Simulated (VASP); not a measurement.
A run of VASP 6.6.1 is set up as follows.

Contents of INCAR:

```
SYSTEM = CdS
PREC = Accurate
ENCUT = 520
EDIFF = 1E-6
ISMEAR = -1
SIGMA = 0.05
LREAL = .False.
LASPH = .True.
NELM = 80
ALGO = Normal
ISIF = 2
LWAVE = .False.
LCHARG = .False.
GGA = RP
IVDW = 12
NBANDS = 16
```

Contents of KPOINTS:

```
regular mesh
0
Gamma
  8 8 8
  0 0 0
```

POSCAR

```
CdS
1.0
    0.0000000000      2.8567948712      2.8567948712
    2.8567948712      0.0000000000      2.8567948712
    2.8567948712      2.8567948712      0.0000000000
Cd S
1 1
Direct
    0.0000000000      0.0000000000      0.0000000000
    0.7500000000      0.7500000000      0.7500000000
```

Potentials or basis: VASP PAW PBE potentials, release 64 (Cd, S).

Command:

```sh
$ cat potpaw_PBE.64/Cd/POTCAR potpaw_PBE.64/S/POTCAR > POTCAR
$ mpirun -np 1 vasp_std > vasp.out
```

Q: Predict the pressure.

A: 0.5 GPa.

Q: Estimate the band gap on the k mesh.

A: 1.47 eV, direct.

Q: Predict the dispersion energy per atom.

A: -1.250 eV.

Caveat: the PAW data sets were made with another functional, which shifts forces and pressure a little. A hybrid or GW would open this gap; RPBE tends to underestimate it.
